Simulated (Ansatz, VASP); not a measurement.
## Two plane-wave programs on Mg

INCAR

```
PREC = Accurate ; ENCUT = 520
EDIFF = 1E-6 ; ISMEAR = 0
SIGMA = 0.1 ; LREAL = False
LASPH = True ; NELM = 100
ALGO = Normal ; ISIF = 2
LWAVE = False ; LCHARG = False
GGA = PE ; NBANDS = 10
```

File KPOINTS:

```
Automatic mesh
0
Gamma
  15 15 15
```

The input POSCAR:

```
Mg
1.0
    1.5919457479      0.9191103061      7.4652620646
   -1.5919457479      0.9191103061      7.4652620646
    0.0000000000     -1.8382206122      7.4652620646
Mg
3
Direct
    0.0000000000      0.0000000000      0.0000000000
    0.2351906158      0.2351906158      0.2351906158
    0.7648093842      0.7648093842      0.7648093842
```

Input for Ansatz:

```yaml
crystal:
  lattice:
    - [1.5919457479, 0.9191103061, 7.4652620646]
    - [-1.5919457479, 0.9191103061, 7.4652620646]
    - [0.0, -1.8382206122, 7.4652620646]
  atoms:
    - { symbol: Mg, position: [0.0, 0.0, 0.0] }
    - { symbol: Mg, position: [0.2351906158, 0.2351906158, 0.2351906158] }
    - { symbol: Mg, position: [0.7648093842, 0.7648093842, 0.7648093842] }
basis:
  ecutwfc: 420
kpoints:
  mp_grid: { grid: [15, 15, 15] }
hamiltonian:
  xc: pbe
scf:
  occupations: { method: gaussian, width: 0.1 }
output:
  forces: true
  stress: true
  eigenvalues: true
  populations: true
```

Alike in both runs: task single point; functional PBE; k mesh 15 × 15 × 15; occupations gaussian, width 0.1 eV; no spin polarisation.

|  | VASP | Ansatz |
| --- | --- | --- |
| version | VASP 6.6.1 | Ansatz 0.2.0 |
| potentials or method | VASP PAW PBE potentials, release 64 (Mg), cutoff 520 eV | scalar-relativistic, plane waves, PAW |
| valence electrons in the cell | 6 | 30 |

```csv
,VASP,Ansatz,Ansatz less VASP
gap on the k mesh at the Fermi level (eV),none,none,-
pressure (GPa),4.6,4.6,+0.09
"traceless stress, the component that is largest in VASP (GPa)",3.22,3.20,-0.019
rms of the force components (eV/Å),0.617,0.617,-0.0004
```

Atom by atom the forces differ by 0.000 eV/Å (rms over components). A gap of «none» marks a metal or a gap that the smearing closes. VASP's potentials hold 6 valence electrons a cell and Ansatz's 30, so a difference there can come from the potentials and not from the codes.
